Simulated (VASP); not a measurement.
# CsPbBr3 (Pm-3m) in VASP: single point with PBE

Aim: the single point of CsPbBr3 with PBE.

Program: VASP 6.6.1. These are calculated values, not measurements. Logs are shortened: lines on timing, memory, paths and dates and some standing lists are left out, and cuts for length are marked.

## 1. The cell of the first run

It takes space group Pm-3m (No. 221, cubic). Conventional cell: a = 5.870 Å, b = 5.870 Å, c = 5.870 Å, α = 90.00°, β = 90.00°, γ = 90.00°. Cs (site symmetry m-3m) has 12 Br at 4.15 Å and 8 Pb at 5.08 Å within 5.4 Å. Pb (site symmetry m-3m) has 6 Br at 2.94 Å within 3.9 Å. Within 3.9 Å of Br (site symmetry 4/mmm) lie 2 Pb at 2.94 Å.

## 2. Single point, PBE

Contents of INCAR:

```
PREC = Accurate
ENCUT = 520
EDIFF = 1E-6
ISMEAR = 0
SIGMA = 0.01
LREAL = F
LASPH = T
NELM = 80
ALGO = Normal
ISIF = 2
LWAVE = F
LCHARG = T
GGA = PE
LELF = T
LVHAR = T
NBANDS = 30
```

Contents of KPOINTS:

```
Automatic mesh
0
Gamma
  8 8 8
```

Contents of POSCAR:

```
CsPbBr3
1.0
    5.8700000000      0.0000000000      0.0000000000
    0.0000000000      5.8700000000      0.0000000000
    0.0000000000      0.0000000000      5.8700000000
Cs Pb Br
1 1 3
Direct
    0.0000000000      0.0000000000      0.0000000000
    0.5000000000      0.5000000000      0.5000000000
    0.0000000000      0.5000000000      0.5000000000
    0.5000000000      0.0000000000      0.5000000000
    0.5000000000      0.5000000000      0.0000000000
```

Potentials or basis: VASP PAW PBE potentials, release 64 (Cs_sv, Pb_d, Br).

Launch:

```
cat potpaw_PBE.64/Cs_sv/POTCAR potpaw_PBE.64/Pb_d/POTCAR potpaw_PBE.64/Br/POTCAR > POTCAR
mpirun -np 1 vasp_std > vasp.out
```

OUTCAR:

```text
PREC = Accurate
   ENCUT = 520
   EDIFF = 1E-6
   ISMEAR = 0
   LREAL = F
   LASPH = T
   NELM = 80
   ISIF = 2
   GGA = PE

 ion  position               nearest neighbor table
   1  0.000  0.000  0.000-
   2  0.500  0.500  0.500-   3 2.94   4 2.94   5 2.94   5 2.94   4 2.94   3 2.94
   3  0.000  0.500  0.500-   2 2.94   2 2.94
   4  0.500  0.000  0.500-   2 2.94   2 2.94
   5  0.500  0.500  0.000-   2 2.94   2 2.94

  LATTYP: Found a simple cubic cell.
 ALAT       =     5.8700000000

  Lattice vectors:

 A1 = (   5.8700000000,   0.0000000000,   0.0000000000)
 A2 = (   0.0000000000,   5.8700000000,   0.0000000000)
 A3 = (   0.0000000000,   0.0000000000,   5.8700000000)

Analysis of symmetry for initial positions (statically):
=====================================================================
 Subroutine PRICEL returns:
 Original cell was already a primitive cell.

 Routine SETGRP: Setting up the symmetry group for a
 simple cubic supercell.

 Subroutine GETGRP returns: Found 48 space group operations
 (whereof 48 operations were pure point group operations)
 out of a pool of 48 trial point group operations.

The static configuration has the point symmetry O_h .

Analysis of symmetry for dynamics (positions and initial velocities):
=====================================================================
 Subroutine PRICEL returns:
 Original cell was already a primitive cell.

 Routine SETGRP: Setting up the symmetry group for a
 simple cubic supercell.

 Subroutine GETGRP returns: Found 48 space group operations
 (whereof 48 operations were pure point group operations)
 out of a pool of 48 trial point group operations.

The dynamic configuration has the point symmetry O_h .

 Subroutine INISYM returns: Found 48 space group operations
 (whereof 48 operations are pure point group operations),
 and found     1 'primitive' translations

----------------------------------------------------------------------------------------

                                     Primitive cell

  volume of cell :     202.2620

  direct lattice vectors                    reciprocal lattice vectors
     5.870000000  0.000000000  0.000000000     0.170357751  0.000000000  0.000000000
     0.000000000  5.870000000  0.000000000     0.000000000  0.170357751  0.000000000
     0.000000000  0.000000000  5.870000000     0.000000000  0.000000000  0.170357751

  length of vectors
     5.870000000  5.870000000  5.870000000     0.170357751  0.170357751  0.170357751

  position of ions in fractional coordinates (direct lattice)
     0.000000000  0.000000000  0.000000000
     0.500000000  0.500000000  0.500000000
     0.000000000  0.500000000  0.500000000
     0.500000000  0.000000000  0.500000000
     0.500000000  0.500000000  0.000000000

  ion indices of the primitive-cell ions
   primitive index   ion index
                 1           1
                 2           2
                 3           3
                 4           4
                 5           5

----------------------------------------------------------------------------------------

 KPOINTS: Automatic mesh

Automatic generation of k-mesh.
 Grid dimensions read from file:
 generate k-points for:    8    8    8

 Generating k-lattice:

  Cartesian coordinates                     Fractional coordinates (reciprocal lattice)
     0.021294719  0.000000000  0.000000000     0.125000000  0.000000000  0.000000000
     0.000000000  0.021294719  0.000000000     0.000000000  0.125000000  0.000000000
     0.000000000  0.000000000  0.021294719     0.000000000  0.000000000  0.125000000

  Length of vectors
     0.021294719  0.021294719  0.021294719

  Shift w.r.t. Gamma in fractional coordinates (k-lattice)
     0.000000000  0.000000000  0.000000000

 Subroutine IBZKPT returns following result:
 ===========================================

 Found     35 irreducible k-points:

 Following reciprocal coordinates:
            Coordinates               Weight
  0.000000  0.000000  0.000000      1.000000
  0.125000  0.000000  0.000000      6.000000
  0.250000  0.000000  0.000000      6.000000
  0.375000  0.000000  0.000000      6.000000
  0.500000  0.000000  0.000000      3.000000
  0.125000  0.125000  0.000000     12.000000
[... 16 lines left out ...]
  0.375000  0.375000  0.125000     24.000000
  0.500000  0.375000  0.125000     24.000000
 [... further k-points ...]
   k-points           NKPTS =     35   k-points in BZ     NKDIM =     35   number of bands    NBANDS=     30
   number of dos      NEDOS =    301   number of ions     NIONS =      5
   total plane-waves  NPLWV = 110592
   dimension x,y,z NGX =    48 NGY =   48 NGZ =   48
   dimension x,y,z NGXF=    96 NGYF=   96 NGZF=   96
   ions per type =               1   1   3
   NGX,Y,Z   is equivalent  to a cutoff of  13.59, 13.59, 13.59 a.u.
   NGXF,Y,Z  is equivalent  to a cutoff of  27.19, 27.19, 27.19 a.u.
 SYSTEM =  unknown system
   PREC   = accura    normal or accurate (medium, high low for compatibility)
   ISTART =      0    job   : 0-new  1-cont  2-samecut
   ICHARG =      2    charge: 1-file 2-atom 10-const
   ISPIN  =      1    spin polarized calculation?
   LNONCOLLINEAR =      F non collinear calculations
   LSORBIT =      F    spin-orbit coupling
   LASPH  =      T    aspherical Exc in radial PAW
   ENCUT  =  520.0 eV  38.22 Ry    6.18 a.u.  10.91 10.91 10.91*2*pi/ulx,y,z
   NELM   =     80;   NELMIN=  2; NELMDL= -5     # of ELM steps
   EDIFF  = 0.1E-05   stopping-criterion for ELM
   LREAL  =      F    real-space projection
   EDIFFG = 0.1E-04   stopping-criterion for IOM
   NSW    =      0    number of steps for IOM
   IBRION =     -1    ionic relax: 0-MD 1-quasi-New 2-CG
   NFREE  =      0    steps in history (QN), initial steepest desc. (CG)
   ISIF   =      2    stress and relaxation
   ISYM   =      2    0-nonsym 1-usesym 2-fastsym
   POTIM  = 0.5000    time-step for ionic-motion
   TEBEG  =    0.0;   TEEND  =   0.0 temperature during run
   PSTRESS=    0.0 pullay stress
   NELECT =      44.0000    total number of electrons
   NUPDOWN=      -1.0000    fix difference up-down
   EMIN   =  10.00;   EMAX   =-10.00  energy-range for DOS
   EFERMI =   0.00;   METHOD = LEGACY
   ISMEAR =     0;   SIGMA  =   0.01  broadening in eV -4-tet -1-fermi 0-gaus
   EFERMI_NEDOS =   21; number of points for ismear=-14 and -15
   IALGO  =     38    algorithm
   IMIX   =      4    mixing-type and parameters
     AMIX     =   0.40;   BMIX     =  1.00
     AMIX_MAG =   1.60;   BMIX_MAG =  1.00
  volume/ion in A,a.u.               =      40.45       272.99
  Fermi-wavevector in a.u.,A,eV,Ry     =   0.984587  1.860600 13.189657  0.969412
  Thomas-Fermi vector in A             =   2.115831
   LORBIT       =      0    0 simple, 1 ext, 2 COOP (PROOUT), +10 PAW based schemes
   GGA     = PE    functional components
   LHFCALC =     F    Hartree Fock is set to
   AEXX    =    0.0000 exact exchange contribution
   IVDW    =     0    specifies the selected vdW correction
   LEPSILON=     F    determine dielectric tensor
   LRPA    =     F    only Hartree local field effects (RPA)
 non-spin polarized calculation
 Gauss-broadening in eV      SIGMA  =   0.01
  energy-cutoff  :      520.00
  volume of cell :      202.26
 maximum number of plane-waves:      5520
 NGX is ok and might be reduce to    48
   NGX = 21   NGY = 21   NGZ = 21

 number of electron      44.0000000 magnetization

 Free energy of the ion-electron system (eV)
  ---------------------------------------------------
  ext. energy  EPLUGINS =         0.00000000
  ---------------------------------------------------
  free energy    TOTEN  =       -15.83896649 eV

  energy without entropy =      -15.83896649  energy(sigma->0) =      -15.83896649

 E-fermi :   1.4155     XC(G=0):  -7.6403

 val. band max:        1.3252245216   @ k =   0.5000   0.5000   0.5000
 cond. band min:       2.8596921008   @ k =   0.5000   0.5000   0.5000
 fundamental gap:      1.5344675793
 Fermi energy:         1.4154906003

 k-point     1 :       0.0000    0.0000    0.0000
  band No.  band energies     occupation
      1     -20.1763      2.00000
      2     -15.5605      2.00000
      3     -15.5605      2.00000
      4     -15.3968      2.00000
      5     -15.3968      2.00000
      6     -15.3968      2.00000
[... 22 lines left out ...]
     29       7.3375      0.00000
     30       7.3375      0.00000

 k-point     2 :       0.1250    0.0000    0.0000
  band No.  band energies     occupation
      1     -20.1762      2.00000
      2     -15.5604      2.00000
      3     -15.5512      2.00000
      4     -15.3970      2.00000
      5     -15.3970      2.00000
      6     -15.3969      2.00000
[... 22 lines left out ...]
     29       6.8079      0.00000
     30       7.2971      0.00000

 k-point     3 :       0.2500    0.0000    0.0000
  band No.  band energies     occupation
      1     -20.1758      2.00000
      2     -15.5604      2.00000
      3     -15.5285      2.00000
      4     -15.3974      2.00000
      5     -15.3974      2.00000
      6     -15.3969      2.00000
[... 22 lines left out ...]
     29       6.4669      0.00000
     30       7.2898      0.00000

 k-point     4 :       0.3750    0.0000    0.0000
  band No.  band energies     occupation
      1     -20.1754      2.00000
      2     -15.5604      2.00000
      3     -15.5055      2.00000
      4     -15.3977      2.00000
      5     -15.3977      2.00000
      6     -15.3968      2.00000
[... 22 lines left out ...]
     29       6.6078      0.00000
     30       7.5327      0.00000

 k-point     5 :       0.5000    0.0000    0.0000
  band No.  band energies     occupation
      1     -20.1752      2.00000
      2     -15.5603      2.00000
      3     -15.4958      2.00000
      4     -15.3979      2.00000
      5     -15.3979      2.00000
      6     -15.3968      2.00000
[... 22 lines left out ...]
     29       6.7019      0.00000
     30       7.6062      0.00000
[... 526 lines left out ...]
     29       7.1212      0.00000
     30       7.3039      0.00000

 k-point    22 :       0.5000    0.2500    0.1250
  band No.  band energies     occupation
      1     -20.1747      2.00000
      2     -15.5315      2.00000
      3     -15.4802      2.00000
      4     -15.3984      2.00000
      5     -15.3980      2.00000
      6     -15.3975      2.00000
[... 22 lines left out ...]
     29       7.1806      0.00000
     30       7.3003      0.00000

 k-point    23 :       0.3750    0.3750    0.1250
  band No.  band energies     occupation
      1     -20.1745      2.00000
      2     -15.5240      2.00000
      3     -15.4731      2.00000
      4     -15.3986      2.00000
      5     -15.3979      2.00000
      6     -15.3979      2.00000
[... 22 lines left out ...]
     29       7.0940      0.00000
     30       7.3969      0.00000

 k-point    24 :       0.5000    0.3750    0.1250
  band No.  band energies     occupation
      1     -20.1744      2.00000
      2     -15.5220      2.00000
      3     -15.4646      2.00000
      4     -15.3987      2.00000
      5     -15.3980      2.00000
      6     -15.3978      2.00000
[... 22 lines left out ...]
     29       7.1252      0.00000
     30       7.1873      0.00000

 [... further k-points ...]
[... 5 lines left out ...]
  --------------------------------------------------------------------------------------
  -------------------------------------------------------------------------------------
  Total        1.8138639      1.8138639      1.8138639      0.0000000      0.0000000     -0.0000000
  in kB       14.3681537     14.3681537     14.3681537      0.0000000      0.0000000     -0.0000000
  external PRESSURE =      14.3681537 kB  Pullay stress =       0.0000000 kB

 VOLUME and BASIS-vectors are now :
 -----------------------------------------------------------------------------
  energy-cutoff  :      520.00
  volume of cell :      202.26
      direct lattice vectors                 reciprocal lattice vectors
     5.870000000  0.000000000  0.000000000     0.170357751  0.000000000  0.000000000
     0.000000000  5.870000000  0.000000000     0.000000000  0.170357751  0.000000000
     0.000000000  0.000000000  5.870000000     0.000000000  0.000000000  0.170357751

 POSITION                                       TOTAL-FORCE (eV/Angst)
 -----------------------------------------------------------------------------------
      0.00000      0.00000      0.00000         0.000000      0.000000      0.000000
      2.93500      2.93500      2.93500         0.000000      0.000000      0.000000
      0.00000      2.93500      2.93500         0.000000      0.000000      0.000000
      2.93500      0.00000      2.93500         0.000000      0.000000      0.000000
      2.93500      2.93500      0.00000         0.000000      0.000000      0.000000
 -----------------------------------------------------------------------------------
    total drift:                                0.000000     -0.000000     -0.000000

  FREE ENERGIE OF THE ION-ELECTRON SYSTEM (eV)
  ---------------------------------------------------
  free  energy   TOTEN  =       -15.8389664919 eV

  energy  without entropy=      -15.8389664919  energy(sigma->0) =      -15.83896649
```

Run time: 1.9 min. Hardware: 1 thread of Intel Xeon Platinum 8488C (Sapphire Rapids), shared host; peak memory 0.44 GiB.

What came out:

```yaml
Free_energy: -15.8390 eV
Pressure: 1.4 GPa
Band_gap_on_the_k_mesh: 1.53 eV, direct
```

Levels at points of the mesh, in eV from the valence-band top:
| k point | band 18 | band 19 | band 20 | band 21 | band 22 | band 23 | band 24 | band 25 | band 26 | band 27 |
| --- | --- | --- | --- | --- | --- | --- | --- | --- | --- | --- |
| (0.00, 0.00, 0.00) | -2.19 | -2.19 | -2.07 | -2.07 | -2.07 | 2.99 | 4.08 | 4.08 | 4.83 | 4.83 |
| (0.50, 0.00, 0.00) | -2.33 | -2.32 | -2.18 | -2.18 | -1.45 | 2.58 | 4.43 | 5.05 | 5.10 | 5.31 |
| (0.50, 0.50, 0.00) | -2.41 | -2.41 | -2.30 | -1.71 | -0.71 | 2.09 | 2.09 | 4.87 | 5.14 | 5.58 |
| (0.50, 0.50, 0.50) | -2.29 | -1.70 | -1.70 | -1.70 | 0.00 | 1.53 | 1.53 | 1.53 | 4.48 | 5.16 |

Caveat: spin-orbit coupling is left out, which moves the levels of the heavy elements. A k mesh can miss the band edges.
